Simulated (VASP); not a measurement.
A run of VASP 6.6.1:

The input INCAR:

```
SYSTEM = Sn3Br2
PREC = Accurate ; ENCUT = 500
EDIFF = 1E-7 ; ISMEAR = 0
SIGMA = 0.1 ; LREAL = .False.
LASPH = .True. ; NELM = 120
ALGO = Normal ; ISIF = 3
LWAVE = .False. ; LCHARG = .False.
GGA = PE ; IBRION = 2
NSW = 90 ; EDIFFG = -0.04
GGA_COMPAT = .False. ; NELMIN = 4
```

Contents of KPOINTS:

```
Automatic mesh
0
Gamma
  6 6 4
  0 0 0
```

The input POSCAR:

```
Sn3Br2
1.0
    4.6265549792      0.0000000000      0.0000000000
   -2.3132774896      4.0067141440      0.0000000000
    0.0000000000      0.0000000000      7.1981680260
Sn Br
3 2
Direct
    0.0000000000      0.0000000000      0.0000000000
    0.3333333333      0.6666666667      0.6450000000
    0.6666666667      0.3333333333      0.3550000000
    0.3333333333      0.6666666667      0.2450000000
    0.6666666667      0.3333333333      0.7550000000
```

Potentials or basis: VASP PAW PBE potentials, release 64 (Sn_d, Br).

Run with:

```console
$ cat potpaw_PBE.64/Sn_d/POTCAR potpaw_PBE.64/Br/POTCAR > POTCAR
$ mpirun -np 1 vasp_std > vasp.out
```

Hardware: 1 thread of AMD EPYC 9R45 96-Core Processor (Zen 5), with other jobs on the host.

Q: How long does it take, and how much memory?

A: Run time: 48 min on 1 thread of AMD EPYC 9R45 96-Core Processor (Zen 5), with other jobs on the host, peak memory 0.28 GiB. Counts: scf iterations 688, k points 24, ion steps 68.
